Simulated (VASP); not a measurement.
Here is a VASP 6.6.1 calculation.

Contents of INCAR:

```
SYSTEM = Si3C
PREC = Accurate
ENCUT = 520
EDIFF = 1E-6
ISMEAR = 0
SIGMA = 0.1
LREAL = .FALSE.
LASPH = .TRUE.
NELM = 80
ALGO = Normal
ISIF = 2
LWAVE = .FALSE.
LCHARG = .FALSE.
GGA = PE
NBANDS = 26
```

The input KPOINTS:

```
Automatic mesh
0
G
  3 3 6
  0 0 0
```

POSCAR

```
Si3C
1.0
    6.5855820103      0.0000000000      0.0000000000
   -3.2927910051      5.7032813196      0.0000000000
    0.0000000000      0.0000000000      2.7044754756
Si C
6 2
Direct
    0.3967262576      0.1983631288      0.7500000000
    0.8016368712      0.1983631288      0.7500000000
    0.8016368712      0.6032737424      0.7500000000
    0.6032737424      0.8016368712      0.2500000000
    0.1983631288      0.8016368712      0.2500000000
    0.1983631288      0.3967262576      0.2500000000
    0.6666666667      0.3333333333      0.2500000000
    0.3333333333      0.6666666667      0.7500000000
```

Potentials or basis: VASP PAW PBE potentials, release 64 (Si, C).

Run with:

```sh
$ cat potpaw_PBE.64/Si/POTCAR potpaw_PBE.64/C/POTCAR > POTCAR
$ mpirun -np 1 vasp_std > vasp.out
```

Estimate the largest force.

0.003 eV/Å.

Estimate the pressure.

0.0 GPa.

Forces on the atoms (eV/Å):
```
Si   0.003  0.002  0.000
Si  -0.003  0.002  0.000
Si   0.000 -0.003  0.000
Si  -0.003 -0.002  0.000
Si   0.003 -0.002  0.000
Si   0.000  0.003  0.000
C    0.000  0.000  0.000
C    0.000  0.000  0.000
```

Caveat: the k points lie up to 0.39 Å⁻¹ apart, too coarse for converged energies and pressures of a metal.
